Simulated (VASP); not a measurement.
A run of VASP 6.6.1 is set up as follows.

File INCAR:

```
SYSTEM = K
PREC = Accurate ; ENCUT = 520
EDIFF = 1E-7 ; ISMEAR = -1
SIGMA = 0.08 ; LREAL = .False.
LASPH = .True. ; NELM = 80
ALGO = Normal ; ISIF = 2
LWAVE = .False. ; LCHARG = .False.
GGA = PE ; NBANDS = 10
```

Contents of KPOINTS:

```
regular mesh
0
Gamma
  10 10 10
  0 0 0
```

File POSCAR:

```
K
1.0
    4.0755466114      0.0000000000      0.0000000000
    0.0000000000      4.0755466114      0.0000000000
    0.0000000000      0.0000000000      4.0755466114
K
1
Direct
    0.0000000000      0.0000000000      0.0000000000
```

Potentials or basis: VASP PAW PBE potentials, release 64 (K_sv).

The run is started by

```console
$ cat potpaw_PBE.64/K_sv/POTCAR > POTCAR
$ mpirun -np 1 vasp_std > vasp.out
```

Question: Predict the pressure.

Answer: 0.6 GPa.
